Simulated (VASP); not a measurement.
# MgO (Fm-3m) in VASP: notebook

The runs below take MgO through vibrations by perturbation theory, elastic constants, with PBE, PBEsol, LDA.

All numbers are computed with VASP 6.6.1; they aren't measurements. Logs are shortened: lines on timing, memory, paths and dates and some standing lists are left out, and cuts for length are marked.

## 1. The cell of the first run

It takes space group Fm-3m (No. 225, cubic). The conventional cell has a = 4.194 Å, b = 4.194 Å, c = 4.194 Å, α = 90.00°, β = 90.00°, γ = 90.00°. Within 2.8 Å of Mg (site symmetry m-3m) lie 6 O at 2.10 Å. O (site symmetry m-3m) has 6 Mg at 2.10 Å within 2.8 Å.

## 2. Vibrations by perturbation theory, PBE

Contents of INCAR:

```
PREC     = Accurate       # precision mode
ENCUT    = 520            # plane-wave cutoff, eV
EDIFF    = 1E-8           # SCF threshold, eV
ISMEAR   = -1             # smearing method
SIGMA    = 0.05           # smearing width, eV
LREAL    = F              # projectors in reciprocal space
LASPH    = T              # aspherical terms in the spheres
NELM     = 80             # most SCF steps
ALGO     = Normal         # electronic algorithm
ISIF     = 2              # what is computed and relaxed
LWAVE    = F              # write WAVECAR
LCHARG   = F              # write CHGCAR
GGA      = PE             # functional
IBRION   = 8              # ionic algorithm
NSW      = 1              # ionic steps
```

Contents of KPOINTS:

```
regular mesh
0
Gamma
  8 8 8
```

Contents of POSCAR:

```
MgO
1.0
    0.0000000000      2.0970013927      2.0970013927
    2.0970013927      0.0000000000      2.0970013927
    2.0970013927      2.0970013927      0.0000000000
Mg O
1 1
Direct
    0.0000000000      0.0000000000      0.0000000000
    0.5000000000      0.5000000000      0.5000000000
```

Potentials or basis: VASP PAW PBE potentials, release 64 (Mg, O).

Run with:

```bash
> cat potpaw_PBE.64/Mg/POTCAR potpaw_PBE.64/O/POTCAR > POTCAR
> mpirun -np 1 vasp_std > vasp.out
```

OUTCAR:

```text
PREC = Accurate
   ENCUT = 520
   EDIFF = 1E-8
   ISMEAR = -1
   LREAL = F
   LASPH = T
   NELM = 80
   ISIF = 2
   GGA = PE
   IBRION = 8
   NSW = 1

 ion  position               nearest neighbor table
   1  0.000  0.000  0.000-   2 2.10   2 2.10   2 2.10   2 2.10   2 2.10   2 2.10
   2  0.500  0.500  0.500-   1 2.10   1 2.10   1 2.10   1 2.10   1 2.10   1 2.10

  LATTYP: Found a face centered cubic cell.
 ALAT       =     4.1940027854

  Lattice vectors:

 A1 = (   0.0000000000,   2.0970013927,   2.0970013927)
 A2 = (   2.0970013927,   0.0000000000,   2.0970013927)
 A3 = (   2.0970013927,   2.0970013927,   0.0000000000)

Analysis of symmetry for initial positions (statically):
=====================================================================
 Subroutine PRICEL returns:
 Original cell was already a primitive cell.

 Routine SETGRP: Setting up the symmetry group for a
 face centered cubic supercell.

 Subroutine GETGRP returns: Found 48 space group operations
 (whereof 48 operations were pure point group operations)
 out of a pool of 48 trial point group operations.

The static configuration has the point symmetry O_h .

Analysis of symmetry for dynamics (positions and initial velocities):
=====================================================================
 Subroutine PRICEL returns:
 Original cell was already a primitive cell.

 Routine SETGRP: Setting up the symmetry group for a
 face centered cubic supercell.

 Subroutine GETGRP returns: Found 48 space group operations
 (whereof 48 operations were pure point group operations)
 out of a pool of 48 trial point group operations.

The dynamic configuration has the point symmetry O_h .

 Subroutine INISYM returns: Found 48 space group operations
 (whereof 48 operations are pure point group operations),
 and found     1 'primitive' translations

----------------------------------------------------------------------------------------

                                     Primitive cell

  volume of cell :      18.4428

  direct lattice vectors                    reciprocal lattice vectors
     0.000000000  2.097001393  2.097001393    -0.238435702  0.238435702  0.238435702
     2.097001393  0.000000000  2.097001393     0.238435702 -0.238435702  0.238435702
     2.097001393  2.097001393  0.000000000     0.238435702  0.238435702 -0.238435702

  length of vectors
     2.965607810  2.965607810  2.965607810     0.412982751  0.412982751  0.412982751

  position of ions in fractional coordinates (direct lattice)
     0.000000000  0.000000000  0.000000000
     0.500000000  0.500000000  0.500000000

  ion indices of the primitive-cell ions
   primitive index   ion index
                 1           1
                 2           2

----------------------------------------------------------------------------------------

 KPOINTS: regular mesh

Automatic generation of k-mesh.
 Grid dimensions read from file:
 generate k-points for:    8    8    8

 Generating k-lattice:

  Cartesian coordinates                     Fractional coordinates (reciprocal lattice)
    -0.029804463  0.029804463  0.029804463     0.125000000  0.000000000  0.000000000
     0.029804463 -0.029804463  0.029804463     0.000000000  0.125000000  0.000000000
     0.029804463  0.029804463 -0.029804463     0.000000000  0.000000000  0.125000000

  Length of vectors
     0.051622844  0.051622844  0.051622844

  Shift w.r.t. Gamma in fractional coordinates (k-lattice)
     0.000000000  0.000000000  0.000000000

 Subroutine IBZKPT returns following result:
 ===========================================

[... 76 lines left out ...]
   LEPSILON=     F    determine dielectric tensor
   LRPA    =     F    only Hartree local field effects (RPA)
 non-spin polarized calculation
  energy-cutoff  :      520.00
  volume of cell :       18.44
 maximum number of plane-waves:       531
 NGX is ok and might be reduce to    24
   NGX = 11   NGY = 11   NGZ = 11

--------------------------------------- Ionic step        1  -------------------------------------------

 number of electron       8.0000004 magnetization

 Free energy of the ion-electron system (eV)
  ---------------------------------------------------
  ext. energy  EPLUGINS =         0.00000000
  ---------------------------------------------------
  free energy    TOTEN  =       -11.89767293 eV

  energy without entropy =      -11.89767293  energy(sigma->0) =      -11.89767293

 E-fermi :   4.3397     XC(G=0): -11.1399

 val. band max:        3.2843991742   @ k =   0.0000   0.0000   0.0000
 cond. band min:       8.1373378718   @ k =   0.0000   0.0000   0.0000
 fundamental gap:      4.8529386976
 Fermi energy:         4.3396866512

 k-point     1 :       0.0000    0.0000    0.0000
  band No.  band energies     occupation
      1     -14.0458      2.00000
      2       3.2844      2.00000
      3       3.2844      2.00000
      4       3.2844      2.00000
      5       8.1373      0.00000
      6      19.1572      0.00000
      7      19.1572      0.00000
      8      19.1572      0.00000
[... 243 lines left out ...]
 k-point    24 :      -0.3750    0.2500    0.1250
  band No.  band energies     occupation
      1     -12.5745      2.00000
      2      -0.7655      2.00000
      3       1.3216      2.00000
      4       2.2808      2.00000
      5      13.0488      0.00000
      6      15.6089      0.00000
      7      16.9145      0.00000
      8      20.3419      0.00000

 [... further k-points ...]

------------------------ aborting loop because EDIFF is reached ----------------------------------------

  FORCE on cell =-STRESS in cart. coord.  units (eV):
  Direction    XX          YY          ZZ          XY          YZ          ZX
  --------------------------------------------------------------------------------------
  -------------------------------------------------------------------------------------
  Total        0.7125490      0.7125490      0.7125490      0.0000000      0.0000000      0.0000000
  in kB       61.9012152     61.9012152     61.9012152      0.0000000      0.0000000      0.0000000
  external PRESSURE =      61.9012152 kB  Pullay stress =       0.0000000 kB

 VOLUME and BASIS-vectors are now :
 -----------------------------------------------------------------------------
  energy-cutoff  :      520.00
  volume of cell :       18.44
      direct lattice vectors                 reciprocal lattice vectors
     0.000000000  2.097001393  2.097001393    -0.238435702  0.238435702  0.238435702
     2.097001393  0.000000000  2.097001393     0.238435702 -0.238435702  0.238435702
     2.097001393  2.097001393  0.000000000     0.238435702  0.238435702 -0.238435702

 POSITION                                       TOTAL-FORCE (eV/Angst)
 -----------------------------------------------------------------------------------
      0.00000      0.00000      0.00000         0.000000     -0.000000      0.000000
      2.09700      2.09700      2.09700        -0.000000      0.000000      0.000000
 -----------------------------------------------------------------------------------
    total drift:                               -0.000000     -0.000000      0.000000

  FREE ENERGIE OF THE ION-ELECTRON SYSTEM (eV)
  ---------------------------------------------------
  free  energy   TOTEN  =       -11.8976729279 eV

  energy  without entropy=      -11.8976729279  energy(sigma->0) =      -11.89767293

[... ionic steps 2 to 3 ...]

--------------------------------------- Ionic step        4  -------------------------------------------

------------------------ aborting loop because EDIFF is reached ----------------------------------------

[... ionic steps 5 to 6 ...]

--------------------------------------- Ionic step        7  -------------------------------------------

 Free energy of the ion-electron system (eV)
  ---------------------------------------------------
  ---------------------------------------------------
  free energy    TOTEN  =        -0.36001736 eV

  energy without entropy =       -0.36001736

------------------------ aborting loop because EDIFF is reached ----------------------------------------

 INTERNAL STRAIN TENSOR  FOR ION    2  DIRECTION 1   (eV/Angst):
 -----------------------------------------------------------------------------
    -0.00546 -0.00000  0.00000
     0.00000  0.00698  0.00000
     0.00000  0.00000  0.00698

 INTERNAL STRAIN TENSOR FOR ION    2 for displacements in x,y,z  (eV/Angst):
          X           Y           Z          XY          YZ          ZX
  --------------------------------------------------------------------------------
  x     0.00000     0.00000     0.00000     0.00000     0.00000     0.00000
  y     0.00000     0.00000     0.00000     0.00000     0.00000     0.00000
  z     0.00000     0.00000     0.00000     0.00000     0.00000     0.00000

 SECOND DERIVATIVES (NOT SYMMETRIZED)
 ------------------------------------
               1X          1Y          1Z          2X          2Y          2Z
  1X    -5.884877    0.000000    0.000000    5.884877    0.000000    0.000000
  1Y     0.000000   -5.884877    0.000000    0.000000    5.884877    0.000000
  1Z     0.000000    0.000000   -5.884877    0.000000    0.000000    5.884877
  2X     5.898170    0.000000    0.000000   -5.898170    0.000000    0.000000
  2Y     0.000000    5.898170    0.000000    0.000000   -5.898170    0.000000
  2Z     0.000000    0.000000    5.898170    0.000000    0.000000   -5.898170

 Eigenvectors and eigenvalues of the dynamical matrix
 ----------------------------------------------------

   1 f  =   12.217623 THz    76.765590 2PiTHz  407.536039 cm-1    50.528006 meV
             X         Y         Z           dx          dy          dz
      0.000000  0.000000  0.000000    -0.111137    0.618921    0.031916
      2.097001  2.097001  2.097001     0.137131   -0.763683   -0.039381
[... 21 lines left out ...]
   6 f/i=    0.006742 THz     0.042363 2PiTHz    0.224899 cm-1     0.027884 meV
             X         Y         Z           dx          dy          dz
      0.000000  0.000000  0.000000    -0.110185   -0.760009    0.117529
      2.097001  2.097001  2.097001    -0.089299   -0.615943    0.095251

--------------------------------------------------------------------------------------------------------

 ELASTIC MODULI CONTR FROM IONIC RELAXATION (kBar)
 Direction    XX          YY          ZZ          XY          YZ          ZX
 --------------------------------------------------------------------------------
 XX           0.0000      0.0000      0.0000      0.0000      0.0000      0.0000
 YY           0.0000      0.0000      0.0000      0.0000      0.0000      0.0000
 ZZ           0.0000      0.0000      0.0000      0.0000      0.0000      0.0000
 XY           0.0000      0.0000      0.0000      0.0000      0.0000      0.0000
 YZ           0.0000      0.0000      0.0000      0.0000      0.0000      0.0000
 ZX           0.0000      0.0000      0.0000      0.0000      0.0000      0.0000
 --------------------------------------------------------------------------------
```

It took 23 s on 1 thread of Intel Xeon Platinum 8488C (Sapphire Rapids), shared host; peak memory 0.17 GiB.

What came out:

```yaml
Highest_phonon_frequency_at_Γ_LO-TO_splitting_left_out: 408 cm⁻¹
```

Phonon frequencies in cm⁻¹ (negative: imaginary):
```csv
q point,frequencies
"(0.000, 0.000, 0.000)",0 0 0 408 408 408
```

Caveat: the cell wasn't relaxed at this level first, which shifts response properties.

(Part 1 of 2 ends here.)
